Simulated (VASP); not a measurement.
A run of VASP 6.6.1 is set up as follows.

INCAR

```
SYSTEM = KSiH
ALGO = Normal ; EDIFF = 1E-7
EDIFFG = -0.01 ; ENCUT = 500
GGA = PE ; GGA_COMPAT = .False.
IBRION = 2 ; ISIF = 3
ISMEAR = 0 ; LASPH = .True.
LCHARG = .False. ; LREAL = .False.
LWAVE = .False. ; NELM = 120
NELMIN = 4 ; NSW = 100
PREC = Accurate ; SIGMA = 0.1
```

Contents of KPOINTS:

```
k-points
0
Gamma
  18 18 8
  0 0 0
```

File POSCAR:

```
KSiH
1.0
    3.4616475532      0.0000000024      0.0000000000
   -1.7308237787      2.9978747189      0.0000000000
    0.0000000000      0.0000000000      5.6026101597
K Si H
1 1 1
Direct
    0.0000000000      0.0000000000      0.0000000000
    0.3333333333      0.6666666667      0.5000000000
    0.6666666667      0.3333333333      0.5000000000
```

Potentials or basis: VASP PAW PBE potentials, release 64 (K_sv, Si, H).

Command:

```sh
$ cat potpaw_PBE.64/K_sv/POTCAR potpaw_PBE.64/Si/POTCAR potpaw_PBE.64/H/POTCAR > POTCAR
$ mpirun -np 1 vasp_std > vasp.out
```

Predict the relaxed cell.

a = 3.473 Å, b = 3.473 Å, c = 5.598 Å, α = 90.00°, β = 90.00°, γ = 120.00°.

What does it give for the space group after relaxing (to 0.1 Å)?

P-6m2 (No. 187).

Step by step:
```tsv
step	energy change (eV)	largest force (eV/Å)	pressure (GPa)	volume (Å³)
1	0.0000	0.0000	0.13	58.14
2	-0.0002	0.0000	0.07	58.28
3	-0.0003	0.0000	-0.01	58.47
```
